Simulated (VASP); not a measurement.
A run of VASP 6.6.1:

INCAR

```
ALGO     = Normal         # electronic algorithm
DIPOL    = 0.5 0.5 0.500
EDIFF    = 1E-6           # SCF threshold, eV
EDIFFG   = -0.003         # ionic threshold
ENCUT    = 520            # plane-wave cutoff, eV
GGA      = PE             # functional
IBRION   = 2              # ionic algorithm
IDIPOL   = 3            
ISIF     = 2              # what is computed and relaxed
ISMEAR   = 0              # smearing method
LASPH    = True           # aspherical terms in the spheres
LCHARG   = False          # write CHGCAR
LDIPOL   = True         
LREAL    = False          # projectors in reciprocal space
LWAVE    = False          # write WAVECAR
NELM     = 80             # most SCF steps
NSW      = 100            # ionic steps
PREC     = Accurate       # precision mode
SIGMA    = 0.02           # smearing width, eV
```

The input KPOINTS:

```
k-points
0
Gamma
  12 12 1
```

Contents of POSCAR:

```
WS2
1.0
    3.1530000000      0.0000000000      0.0000000000
   -1.5765000000      2.7305780981      0.0000000000
    0.0000000000      0.0000000000     21.1400000000
S W
2 1
Direct
    0.6666666667      0.3333333333      0.4257332072
    0.6666666667      0.3333333333      0.5742667928
    0.3333333333      0.6666666667      0.5000000000
```

Potentials or basis: VASP PAW PBE potentials, release 64 (S, W_sv).

The run is started by

```sh
$ cat potpaw_PBE.64/S/POTCAR potpaw_PBE.64/W_sv/POTCAR > POTCAR
$ mpirun -np 1 vasp_std > vasp.out
```

Hardware: 1 thread of Intel Xeon 8259CL (shared host).

Question: How long does it take, and how much memory?

Answer: Wall time 3.9 min on 1 thread of Intel Xeon 8259CL, on a shared host, peak memory 0.33 GiB. Counts: scf iterations 30, k points 19, ion steps 3.
